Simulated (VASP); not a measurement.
# Cu (P2/m) in VASP: single point with PBEsol+D3(BJ)

Aim: the single point of Cu with PBEsol+D3(BJ).

Everything below comes from runs of VASP 6.6.1. Logs are shortened: lines on timing, memory, paths and dates and some standing lists are left out, and cuts for length are marked.

### Step 1. The cell of the first run

It takes space group P2/m (No. 10, monoclinic). The conventional cell has a = 11.568 Å, b = 2.255 Å, c = 23.501 Å, α = 90.00°, β = 101.27°, γ = 90.00°. Cu (site symmetry 2/m) has 2 Cu at 2.25 Å within 3.0 Å.

### Step 2. Single point, PBEsol+D3(BJ) (strain +0.0600 x Voigt [0, 0, 1, 0, 0, 0])

INCAR reads:

```
PREC = Accurate
ENCUT = 520
EDIFF = 1E-6
ISMEAR = 0
SIGMA = 0.15
LREAL = F
LASPH = T
NELM = 60
ALGO = Fast
ISIF = 2
LWAVE = F
LCHARG = F
GGA = PS
IVDW = 12
NBANDS = 12
```

KPOINTS reads:

```
Automatic mesh
0
Gamma
  6 26 4
```

POSCAR reads:

```
Cu
1.0
   11.5683224068      0.0000000000      0.0000014855
    0.0000000000      2.2546350667      0.0000000000
   -4.5948541118      0.0000000000     23.0477471994
Cu
1
Direct
    0.5000000000      0.5000000000      0.5000000000
```

Potentials or basis: VASP PAW PBE potentials, release 64 (Cu).

Run with:

```console
> cat potpaw_PBE.64/Cu/POTCAR > POTCAR
> mpirun -np 1 vasp_std > vasp.out
```

OUTCAR:

```text
PREC = Accurate
   ENCUT = 520
   EDIFF = 1E-6
   ISMEAR = 0
   LREAL = F
   LASPH = T
   NELM = 60
   ISIF = 2
   GGA = PS
   IVDW = 12
 IVDW          = 12

 ion  position               nearest neighbor table
   1  0.500  0.500  0.500-

  LATTYP: Found a simple monoclinic cell.
 ALAT       =    11.5683224068
 B/A-ratio  =     0.1948973228
 C/A-ratio  =     2.0315223023
 COS(beta)  =    -0.1955147239

  Lattice vectors:

 A1 = (  11.5683224068,   0.0000000000,   0.0000014855)
 A2 = (   0.0000000000,   2.2546350667,   0.0000000000)
 A3 = (  -4.5948541118,   0.0000000000,  23.0477471994)

Analysis of symmetry for initial positions (statically):
=====================================================================
 Subroutine PRICEL returns:
 Original cell was already a primitive cell.

 Routine SETGRP: Setting up the symmetry group for a
 simple monoclinic supercell.

 Subroutine GETGRP returns: Found  4 space group operations
 (whereof  4 operations were pure point group operations)
 out of a pool of  4 trial point group operations.

The static configuration has the point symmetry C_2h.

Analysis of symmetry for dynamics (positions and initial velocities):
=====================================================================
 Subroutine PRICEL returns:
 Original cell was already a primitive cell.

 Routine SETGRP: Setting up the symmetry group for a
 simple monoclinic supercell.

 Subroutine GETGRP returns: Found  4 space group operations
 (whereof  4 operations were pure point group operations)
 out of a pool of  4 trial point group operations.

The dynamic configuration has the point symmetry C_2h.

 Subroutine INISYM returns: Found  4 space group operations
 (whereof  4 operations are pure point group operations),
 and found     1 'primitive' translations

----------------------------------------------------------------------------------------

                                     Primitive cell

  volume of cell :     601.1393

  direct lattice vectors                    reciprocal lattice vectors
    11.568322407  0.000000000  0.000001486     0.086442955  0.000000000  0.017233475
     0.000000000  2.254635067  0.000000000     0.000000000  0.443530758  0.000000000
    -4.594854112  0.000000000 23.047747199    -0.000000006  0.000000000  0.043388187

  length of vectors
    11.568322407  2.254635067 23.501304970     0.088144070  0.443530758  0.043388187

  position of ions in fractional coordinates (direct lattice)
     0.500000000  0.500000000  0.500000000

  ion indices of the primitive-cell ions
   primitive index   ion index
                 1           1

----------------------------------------------------------------------------------------

 KPOINTS: Automatic mesh

Automatic generation of k-mesh.
 Grid dimensions read from file:
 generate k-points for:    6   26    4

 Generating k-lattice:

  Cartesian coordinates                     Fractional coordinates (reciprocal lattice)
     0.014407159  0.000000000  0.002872246     0.166666667  0.000000000  0.000000000
     0.000000000  0.017058875  0.000000000     0.000000000  0.038461538  0.000000000
    -0.000000001  0.000000000  0.010847047     0.000000000  0.000000000  0.250000000

  Length of vectors
     0.014690678  0.017058875  0.010847047

  Shift w.r.t. Gamma in fractional coordinates (k-lattice)
     0.000000000  0.000000000  0.000000000

 Subroutine IBZKPT returns following result:
 ===========================================

 Found    196 irreducible k-points:

 Following reciprocal coordinates:
            Coordinates               Weight
  0.000000  0.000000  0.000000      1.000000
  0.166667  0.000000  0.000000      2.000000
  0.333333  0.000000  0.000000      2.000000
  0.500000  0.000000  0.000000      1.000000
  0.000000  0.038462  0.000000      2.000000
  0.166667  0.038462  0.000000      4.000000
[... 16 lines left out ...]
  0.333333  0.192308  0.000000      4.000000
  0.500000  0.192308  0.000000      2.000000
 [... further k-points ...]
   k-points           NKPTS =    196   k-points in BZ     NKDIM =    196   number of bands    NBANDS=     12
   number of dos      NEDOS =    301   number of ions     NIONS =      1
   total plane-waves  NPLWV = 291600
   dimension x,y,z NGX =    90 NGY =   18 NGZ =  180
   dimension x,y,z NGXF=   180 NGYF=   36 NGZF=  360
   ions per type =               1
   NGX,Y,Z   is equivalent  to a cutoff of  12.93, 13.27, 12.73 a.u.
   NGXF,Y,Z  is equivalent  to a cutoff of  25.87, 26.54, 25.47 a.u.
 SYSTEM =  unknown system
   PREC   = accura    normal or accurate (medium, high low for compatibility)
   ISTART =      0    job   : 0-new  1-cont  2-samecut
   ICHARG =      2    charge: 1-file 2-atom 10-const
   ISPIN  =      1    spin polarized calculation?
   LNONCOLLINEAR =      F non collinear calculations
   LSORBIT =      F    spin-orbit coupling
   LASPH  =      T    aspherical Exc in radial PAW
   ENCUT  =  520.0 eV  38.22 Ry    6.18 a.u.  21.51  4.19 43.70*2*pi/ulx,y,z
   NELM   =     60;   NELMIN=  2; NELMDL= -5     # of ELM steps
   EDIFF  = 0.1E-05   stopping-criterion for ELM
   LREAL  =      F    real-space projection
   EDIFFG = 0.1E-04   stopping-criterion for IOM
   NSW    =      0    number of steps for IOM
   IBRION =     -1    ionic relax: 0-MD 1-quasi-New 2-CG
   NFREE  =      0    steps in history (QN), initial steepest desc. (CG)
   ISIF   =      2    stress and relaxation
   ISYM   =      2    0-nonsym 1-usesym 2-fastsym
   POTIM  = 0.5000    time-step for ionic-motion
   TEBEG  =    0.0;   TEEND  =   0.0 temperature during run
   PSTRESS=    0.0 pullay stress
   NELECT =      11.0000    total number of electrons
   NUPDOWN=      -1.0000    fix difference up-down
   EMIN   =  10.00;   EMAX   =-10.00  energy-range for DOS
   EFERMI =   0.00;   METHOD = LEGACY
   ISMEAR =     0;   SIGMA  =   0.15  broadening in eV -4-tet -1-fermi 0-gaus
   EFERMI_NEDOS =   21; number of points for ismear=-14 and -15
   IALGO  =     68    algorithm
   IMIX   =      4    mixing-type and parameters
     AMIX     =   0.40;   BMIX     =  1.00
     AMIX_MAG =   1.60;   BMIX_MAG =  1.00
  volume/ion in A,a.u.               =     601.14      4056.69
  Fermi-wavevector in a.u.,A,eV,Ry     =   0.431401  0.815229  2.532132  0.186106
  Thomas-Fermi vector in A             =   1.400536
   LORBIT       =      0    0 simple, 1 ext, 2 COOP (PROOUT), +10 PAW based schemes
   GGA     = PS    functional components
   LHFCALC =     F    Hartree Fock is set to
   AEXX    =    0.0000 exact exchange contribution
   IVDW    =    12    specifies the selected vdW correction
   LEPSILON=     F    determine dielectric tensor
   LRPA    =     F    only Hartree local field effects (RPA)
 non-spin polarized calculation
 RMM-DIIS sequential band-by-band and
 Gauss-broadening in eV      SIGMA  =   0.15
  energy-cutoff  :      520.00
  volume of cell :      601.14
 maximum number of plane-waves:     16288
 NGX is ok and might be reduce to    90
   NGX = 43   NGY =  9   NGZ = 87

 number of electron      10.9999994 magnetization

 Free energy of the ion-electron system (eV)
  ---------------------------------------------------
  ext. energy  EPLUGINS =         0.00000000
  ---------------------------------------------------
  free energy    TOTEN  =        -1.94804269 eV

  energy without entropy =       -1.92814060  energy(sigma->0) =       -1.93809165

 E-fermi :  -5.0435     XC(G=0):  -0.7058

 val. band max:       -5.1402546929   @ k =   0.0000   0.0000   0.5000
 cond. band min:      -5.0357945531   @ k =   0.0000   0.2692   0.5000
 fundamental gap:      0.1044601398
 Fermi energy:        -5.0434883730

 k-point     1 :       0.0000    0.0000    0.0000
  band No.  band energies     occupation
      1      -8.5683      2.00000
      2      -6.2006      2.00000
      3      -5.9904      2.00000
      4      -5.9904      2.00000
      5      -5.1403      1.63842
      6      -5.1403      1.63841
      7      -2.1157      0.00000
      8      -2.1088      0.00000
      9       0.0230      0.00000
     10       0.3900      0.00000
     11       0.4520      0.00000
     12       0.9310      0.00000

 k-point     2 :       0.1667    0.0000    0.0000
  band No.  band energies     occupation
      1      -8.5683      2.00000
      2      -6.2006      2.00000
      3      -5.9904      2.00000
      4      -5.9904      2.00000
      5      -5.1403      1.63842
      6      -5.1403      1.63841
      7      -2.1154      0.00000
      8      -2.1120      0.00000
      9       0.0688      0.00000
     10       0.4100      0.00000
     11       0.4947      0.00000
     12       0.8726      0.00000

 k-point     3 :       0.3333    0.0000    0.0000
  band No.  band energies     occupation
      1      -8.5683      2.00000
      2      -6.2005      2.00000
      3      -5.9904      2.00000
      4      -5.9904      2.00000
      5      -5.1403      1.63842
      6      -5.1403      1.63841
      7      -2.1183      0.00000
      8      -2.1147      0.00000
      9       0.1958      0.00000
     10       0.4694      0.00000
     11       0.6061      0.00000
     12       0.6602      0.00000
[... 286 lines left out ...]
 k-point    23 :       0.3333    0.1923    0.0000
  band No.  band energies     occupation
      1      -7.3045      2.00000
      2      -5.8860      2.00000
      3      -5.8860      2.00000
      4      -5.8574      2.00000
      5      -5.8574      2.00000
      6      -5.6670      2.00000
      7      -0.7065      0.00000
      8      -0.7011      0.00000
      9       1.2775      0.00000
     10       1.5650      0.00000
     11       1.6950      0.00000
     12       1.7712      0.00000

 k-point    24 :       0.5000    0.1923    0.0000
  band No.  band energies     occupation
      1      -7.3045      2.00000
      2      -5.8860      2.00000
      3      -5.8860      2.00000
      4      -5.8574      2.00000
      5      -5.8574      2.00000
      6      -5.6670      2.00000
      7      -0.7111      0.00000
      8      -0.7006      0.00000
      9       1.4090      0.00000
     10       1.5720      0.00000
     11       1.6211      0.00000
     12       1.7784      0.00000

 [... further k-points ...]

------------------------ aborting loop because EDIFF is reached ----------------------------------------

 Edisp (eV)   -0.02796

 E8    (eV) :    -0.0192

  FORCE on cell =-STRESS in cart. coord.  units (eV):
  Direction    XX          YY          ZZ          XY          YZ          ZX
  --------------------------------------------------------------------------------------
  -------------------------------------------------------------------------------------
  Total      -0.00705     0.04578    -0.00345     0.00000     0.00000    -0.00015
  in kB      -0.01879     0.12200    -0.00921     0.00000     0.00000    -0.00041
  external pressure =        0.03 kB  Pullay stress =        0.00 kB

 VOLUME and BASIS-vectors are now :
 -----------------------------------------------------------------------------
  energy-cutoff  :      520.00
  volume of cell :      601.14
      direct lattice vectors                 reciprocal lattice vectors
    11.568322407  0.000000000  0.000001486     0.086442955  0.000000000  0.017233475
     0.000000000  2.254635067  0.000000000     0.000000000  0.443530758  0.000000000
    -4.594854112  0.000000000 23.047747199    -0.000000006  0.000000000  0.043388187

 POSITION                                       TOTAL-FORCE (eV/Angst)
 -----------------------------------------------------------------------------------
      3.48673      1.12732     11.52387         0.000000      0.000000      0.000000
 -----------------------------------------------------------------------------------
    total drift:                                0.000000     -0.000000     -0.000000

  FREE ENERGIE OF THE ION-ELECTRON SYSTEM (eV)
  ---------------------------------------------------
  free  energy   TOTEN  =        -1.9759978401 eV

  energy  without entropy=       -1.9560957491  energy(sigma->0) =       -1.96604679
```

Wall time 20 min (1 thread of Intel Xeon 6975P-C (Granite Rapids), shared host); peak memory 1.6 GiB.

Results:

```
Free energy                : -1.9760 eV
Pressure                   : 0.0 GPa
Band gap on the k mesh     : zero (an odd number of electrons rules out a gap without spin polarisation)
Dispersion energy per atom : -0.028 eV
```

Levels at points of the mesh, in eV from the Fermi level:
```tsv
k point	band 3	band 4	band 5	band 6	band 7	band 8
(0.00, 0.00, 0.00)	-0.95	-0.95	-0.10	-0.10	2.93	2.93
(0.50, 0.00, 0.00)	-0.95	-0.95	-0.10	-0.10	2.92	2.93
(0.00, 0.50, 0.00)	-0.54	-0.54	-0.16	4.18	7.28	10.11
(0.50, 0.50, 0.00)	-0.54	-0.54	-0.16	4.18	7.28	10.11
(0.00, 0.00, 0.50)	-0.95	-0.95	-0.10	-0.10	2.93	2.93
(0.50, 0.00, 0.50)	-0.95	-0.95	-0.10	-0.10	2.92	2.93
(0.00, 0.50, 0.50)	-0.54	-0.54	-0.16	4.18	7.28	10.11
(0.50, 0.50, 0.50)	-0.54	-0.54	-0.16	4.18	7.28	10.11
```

Caveat: the cell differs from its parent crystal (strain +0.0600 x Voigt [0, 0, 1, 0, 0, 0]); the PAW data sets were made with another functional, which shifts forces and pressure a little.

The gap in the log of VASP goes by the Fermi energy; the results here count the filled bands.